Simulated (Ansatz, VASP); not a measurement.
**Ni: VASP beside Ansatz**

INCAR

```
SYSTEM = Ni
PREC = Accurate ; ENCUT = 600
EDIFF = 1E-6 ; ISMEAR = -1
SIGMA = 0.1 ; LREAL = .FALSE.
LASPH = .TRUE. ; NELM = 200
ALGO = Normal ; ISIF = 2
LWAVE = .FALSE. ; LCHARG = .FALSE.
ISPIN = 2 ; MAGMOM = 2
LORBIT = 11 ; LMAXMIX = 4
GGA = PE ; NBANDS = 15
GGA_COMPAT = .FALSE.
```

Contents of KPOINTS:

```
Automatic mesh
0
G
  14 14 14
  0 0 0
```

POSCAR

```
Ni
1.0
    0.0000000000      1.7659500000      1.7659500000
    1.7659500000      0.0000000000      1.7659500000
    1.7659500000      1.7659500000      0.0000000000
Ni
1
Direct
    0.0000000000      0.0000000000      0.0000000000
```

Input for Ansatz:

```yaml
crystal:
  lattice:
    - [0.0, 1.76595, 1.76595]
    - [1.76595, 0.0, 1.76595]
    - [1.76595, 1.76595, 0.0]
  atoms:
    - { symbol: Ni, position: [0.0, 0.0, 0.0], spin: 2.0 }
magnetization:
  spin_polarized: true
hamiltonian:
  xc: pbe
  pseudopotentials: { kind: paw }
basis:
  ecutwfc: 420
kpoints:
  mp_grid: { grid: [14, 14, 14] }
scf:
  occupations: { method: fermi_dirac, width: 0.1 }
  lower_state_search: "off"
  algorithm: density_mixing
  max_iter: 80
  mixing: { algorithm: anderson, beta: 0.8, globalisation: backtrack }
output:
  forces: true
  stress: true
```

Alike in both runs: task single point; functional PBE; k mesh 14 × 14 × 14; occupations fermi-dirac, width 0.1 eV; collinear spin.

```csv
,VASP,Ansatz
version,VASP 6.6.1,Ansatz 0.2.0
potentials or method,"VASP PAW PBE potentials, release 64 (Ni), cutoff 600 eV","PAW, plane waves, scalar-relativistic"
valence electrons in the cell,10,18
```

|  | VASP | Ansatz | Ansatz less VASP |
| --- | --- | --- | --- |
| pressure (GPa) | -1.9 | -1.8 | +0.05 |
| net moment per atom (μB) | 0.60 | 0.62 | +0.016 |
| size of the moment on the site where the two differ most (μB) | 0.61 | 0.66 | +0.043 |

Site moments also hang on the region over which each program counts them. VASP's potentials hold 10 valence electrons a cell and Ansatz's 18, so a difference there can come from the potentials and not from the codes. Ansatz's warnings: stability check not made.
